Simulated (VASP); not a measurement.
**Os: single point with PBE**

Os:

```
Os
1.0
     0.01945    1.95473    1.95473
     1.95473    0.01945    1.95473
     1.95473    1.95473    0.01945
Os
1
Direct
  0.00000 0.00000 0.00000
```

This cell differs from its parent crystal: equal xy, yz and zx shear strains of +1 %.

* Program: VASP 6.6.1
* Task: single point
* Functional: PBE
* Potentials or basis: VASP PAW PBE potentials, release 64 (Os)
* Cutoff: 520 eV
* k mesh: 14 × 14 × 14
* Occupations: fermi-dirac, width 0.05 eV
* Spin: no spin polarisation

```yaml
Pressure: -9.6 GPa
Band_gap_on_the_k_mesh: zero (band 4 reaches 10.86 eV, above the bottom of band 5 at 7.42 eV)
```

Stress tensor (GPa, compression positive):
```
-9.57 -2.55 -2.55
-2.55 -9.57 -2.55
-2.55 -2.55 -9.57
```

Levels at points of the mesh, in eV from the Fermi level:
```tsv
k point	band 1	band 2	band 3	band 4	band 5	band 6	band 7	band 8
(0.00, 0.00, 0.00)	-10.33	-2.91	-2.67	-2.67	0.07	0.07	14.32	19.54
(0.50, 0.00, 0.00)	-7.20	-3.04	-2.77	-0.11	2.22	2.41	8.50	13.80
(0.50, 0.50, 0.00)	-7.05	-6.37	2.25	2.29	2.93	2.95	11.53	11.81
(0.50, 0.50, 0.50)	-7.25	-2.85	-2.85	-0.31	2.25	2.25	8.20	13.97
```

Run time: 23 s on 1 thread of Intel Xeon 6975P-C (shared host), peak memory 0.18 GiB.

Caveat: the cell differs from its parent crystal (equal xy, yz and zx shear strains of +1 %); spin-orbit coupling is left out, which moves the levels of the heavy elements.
